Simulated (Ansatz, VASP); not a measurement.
Two plane-wave programs on ZnAu

The input INCAR:

```
PREC = Accurate
ENCUT = 520
EDIFF = 1E-6
ISMEAR = 0
SIGMA = 0.1
LREAL = False
LASPH = True
NELM = 100
ALGO = Fast
ISIF = 2
LWAVE = False
LCHARG = False
GGA = PS
NBANDS = 18
```

Contents of KPOINTS:

```
Automatic mesh
0
Gamma
  14 14 14
```

File POSCAR:

```
ZnAu
1.0
    3.1623573600      0.0000000000      0.0000000000
    0.0000000000      3.1623573600      0.0000000000
    0.0000000000      0.0000000000      3.1623573600
Zn Au
1 1
Direct
    0.5000000000      0.5000000000      0.5000000000
    0.0000000000      0.0000000000      0.0000000000
```

Input for Ansatz:

```yaml
crystal:
  lattice:
    - [3.16235736, 0.0, 0.0]
    - [0.0, 3.16235736, 0.0]
    - [0.0, 0.0, 3.16235736]
  atoms:
    - { symbol: Zn, position: [0.5, 0.5, 0.5] }
    - { symbol: Au, position: [0.0, 0.0, 0.0] }
basis:
  ecutwfc: 420
kpoints:
  mp_grid: { grid: [14, 14, 14] }
hamiltonian:
  xc: pbesol
scf:
  occupations: { method: gaussian, width: 0.1 }
output:
  forces: true
  stress: true
  eigenvalues: true
```

Alike in both runs: task single point; functional PBEsol; k mesh 14 × 14 × 14; occupations gaussian, width 0.1 eV; no spin polarisation.

|  | VASP | Ansatz |
| --- | --- | --- |
| version | VASP 6.6.1 | Ansatz 0.2.0 |
| potentials or method | VASP PAW PBE potentials, release 64 (Zn, Au), cutoff 520 eV | scalar-relativistic, plane waves, PAW |
| valence electrons in the cell | 23 | 31 |

Ansatz gave:

```
gap on the k mesh at the Fermi level (eV) : none
pressure (GPa)                            : -4.2
```

**Question.** Estimate VASP's values.

**Answer.** gap on the k mesh at the Fermi level (eV): none; pressure (GPa): -4.1.

VASP's potentials were made for PBE, not for PBEsol. A gap of «none» marks a metal or a gap that the smearing closes. VASP's potentials hold 23 valence electrons a cell and Ansatz's 31, so a difference there can come from the potentials and not from the codes.

Spin-orbit coupling is off throughout.
